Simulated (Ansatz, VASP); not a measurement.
**Ti in VASP and in Ansatz**

Contents of INCAR:

```
SYSTEM = Ti
ALGO = Normal ; DIPOL = 0.5 0.5 0.500
EDIFF = 1E-6 ; ENCUT = 520
GGA = PE ; IDIPOL = 3
ISIF = 2 ; ISMEAR = 0
LASPH = .TRUE. ; LCHARG = .TRUE.
LDIPOL = .TRUE. ; LELF = .TRUE.
LREAL = .FALSE. ; LVACPOTAV = .TRUE.
LVHAR = .TRUE. ; LWAVE = .FALSE.
NBANDS = 45 ; NELM = 80
PREC = Accurate ; SIGMA = 0.1
```

KPOINTS

```
k-points
0
G
  12 12 1
  0 0 0
```

File POSCAR:

```
Ti
1.0
    2.9076478655      0.0000000000      0.0000000000
    0.0000000000      2.9076478655      0.0000000000
    0.0000000000      0.0000000000     25.2800876149
Ti
6
Direct
    0.5000000000      0.5000000000      0.2966761870
    0.0000000000      0.0000000000      0.3780057122
    0.5000000000      0.5000000000      0.4593352374
    0.0000000000      0.0000000000      0.5406647626
    0.5000000000      0.5000000000      0.6219942878
    0.0000000000      0.0000000000      0.7033238130
```

Input for Ansatz:

```yaml
crystal:
  lattice:
    - [2.9076478655, 0.0, 0.0]
    - [0.0, 2.9076478655, 0.0]
    - [0.0, 0.0, 25.2800876149]
  atoms:
    - { symbol: Ti, position: [0.5, 0.5, 0.296676187] }
    - { symbol: Ti, position: [0.0, 0.0, 0.3780057122] }
    - { symbol: Ti, position: [0.5, 0.5, 0.4593352374] }
    - { symbol: Ti, position: [0.0, 0.0, 0.5406647626] }
    - { symbol: Ti, position: [0.5, 0.5, 0.6219942878] }
    - { symbol: Ti, position: [0.0, 0.0, 0.703323813] }
basis:
  ecutwfc: 420
kpoints:
  mp_grid: { grid: [12, 12, 1] }
hamiltonian:
  xc: pbe
scf:
  occupations: { method: gaussian, width: 0.1 }
output:
  forces: true
  stress: true
  eigenvalues: true
  write_density: true
  write_potential: true
  elf: true
  volumetric_format: npy
efield:
  axis: 3
  dipole_correction: true
  ramp_width: 0.04
```

Alike in both runs: task single point; functional PBE; k mesh 12 × 12 × 1; occupations gaussian, width 0.1 eV; no spin polarisation.

```csv
,VASP,Ansatz
version,VASP 6.6.1,Ansatz 0.2.0
potentials or method,"VASP PAW PBE potentials, release 64 (Ti_sv), cutoff 520 eV","scalar-relativistic, plane waves, PAW"
valence electrons in the cell,72,72
```

|  | VASP | Ansatz | Ansatz less VASP |
| --- | --- | --- | --- |
| gap on the k mesh at the Fermi level (eV) | none | none | - |
| rms of the force components (eV/Å) | 0.326 | 0.324 | -0.0018 |
| work function, face that differs most (eV) | 4.01 | 4.01 | +0.001 |

Atom by atom the forces differ by 0.004 eV/Å (rms over components). A gap of «none» marks a metal or a gap that the smearing closes. Ansatz's warnings: xc potential rough in thin density.
